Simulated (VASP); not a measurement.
Wanted: the native input for a VASP 6.6.1 run.

* Task: single point
* Functional: LDA
* Potentials or basis: VASP PAW LDA potentials, release 64 (Bi_d)
* Cutoff: 500 eV
* k mesh: 14 × 14 × 14
* Occupations: fermi-dirac, width 0.1 eV
* Spin: no spin polarisation
* Dipole correction: no
* Further INCAR settings: ALGO = Normal; EDIFF = 1e-06; NBANDS = 14

The structure of Bi lies in POSCAR:

```
Bi
1.0
    0.0000000000      2.0696716832      2.0696716832
    2.0696716832      0.0000000000      2.0696716832
    2.0696716832      2.0696716832      0.0000000000
Bi
1
Direct
    0.0000000000      0.0000000000      0.0000000000
```

This cell differs from its parent crystal: volume scaled by 0.6.

The input as run:

INCAR

```
SYSTEM = Bi
ALGO     = Normal         ! electronic algorithm
EDIFF    = 1E-6           ! SCF threshold, eV
ENCUT    = 500            ! plane-wave cutoff, eV
GGA_COMPAT= .FALSE.      
ISIF     = 2              ! what is computed and relaxed
ISMEAR   = -1             ! smearing method
LASPH    = .TRUE.         ! aspherical terms in the spheres
LCHARG   = .TRUE.         ! write CHGCAR
LELF     = .TRUE.         ! ELF
LREAL    = .FALSE.        ! projectors in reciprocal space
LVHAR    = .TRUE.       
LWAVE    = .FALSE.        ! write WAVECAR
NBANDS   = 14             ! bands
NELM     = 120            ! most SCF steps
PREC     = Accurate       ! precision mode
SIGMA    = 0.1            ! smearing width, eV
```

KPOINTS

```
k-points
0
G
  14 14 14
  0 0 0
```

Potentials or basis: VASP PAW LDA potentials, release 64 (Bi_d).

Run with:

```bash
$ cat potpaw_LDA.64/Bi_d/POTCAR > POTCAR
$ mpirun -np 1 vasp_std > vasp.out
```

It gave:

```yaml
Pressure: 106.0 GPa
```

Run time: 8 s on 1 thread of Intel(R) Xeon(R) 6975P-C (Granite Rapids), with other jobs on the host, peak memory 0.13 GiB.
